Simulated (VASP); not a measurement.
Write the native input for VASP 6.6.1 that does the following.

| Item | Value |
| --- | --- |
| Task | single point |
| Functional | PBE |
| Potentials or basis | VASP PAW PBE potentials, release 64 (Ta_pv, Al, F) |
| Cutoff | 520 eV |
| k mesh | 4 × 4 × 4 |
| Occupations | gaussian, width 0.1 eV |
| Spin | no spin polarisation |
| Dipole correction | no |
| Further INCAR settings | ALGO = Normal; EDIFF = 1e-06; NBANDS = 32 |

The structure of Ta2AlF3 lies in POSCAR:

```
Ta2AlF3
1.0
    4.0628146800      0.0000000000      0.0000000000
    0.0000000000      4.0628146800      0.0000000000
    0.0000000000      0.0000000000      5.7857505100
Ta Al F
2 1 3
Direct
    0.0000000000      0.5000000000      0.2679100000
    0.5000000000      0.0000000000      0.7320900000
    0.0000000000      0.0000000000      0.5000000000
    0.5000000000      0.5000000000      0.0000000000
    0.0000000000      0.0000000000      0.0000000000
    0.5000000000      0.5000000000      0.5000000000
```

The cell was built from a structure type or drawn by symmetry, and may not be a known phase.

The input as run:

INCAR

```
PREC = Accurate
ENCUT = 520
EDIFF = 1E-6
ISMEAR = 0
SIGMA = 0.1
LREAL = False
LASPH = True
NELM = 60
ALGO = Normal
ISIF = 2
LWAVE = False
LCHARG = False
GGA = PE
NBANDS = 32
```

KPOINTS

```
regular mesh
0
Gamma
  4 4 4
```

Potentials or basis: VASP PAW PBE potentials, release 64 (Ta_pv, Al, F).

Launch:

```console
$ cat potpaw_PBE.64/Ta_pv/POTCAR potpaw_PBE.64/Al/POTCAR potpaw_PBE.64/F/POTCAR > POTCAR
$ mpirun -np 1 vasp_std > vasp.out
```

Results of the run:

The pressure is 3.2 GPa and the largest force is 1.172 eV/Å. The band gap on the k mesh is zero (bands 23 and 24 overlap by 0.70 eV).

Caveat: the k points lie up to 0.39 Å⁻¹ apart, too coarse for converged energies and pressures of a metal; spin-orbit coupling is left out, which moves the levels of the heavy elements; forces of over 1 eV/Å act on the atoms, so gaps and moduli don't describe the material at rest.

It took 84 s on 1 thread of Intel Xeon 8259CL, on a shared host, peak memory 0.22 GiB.
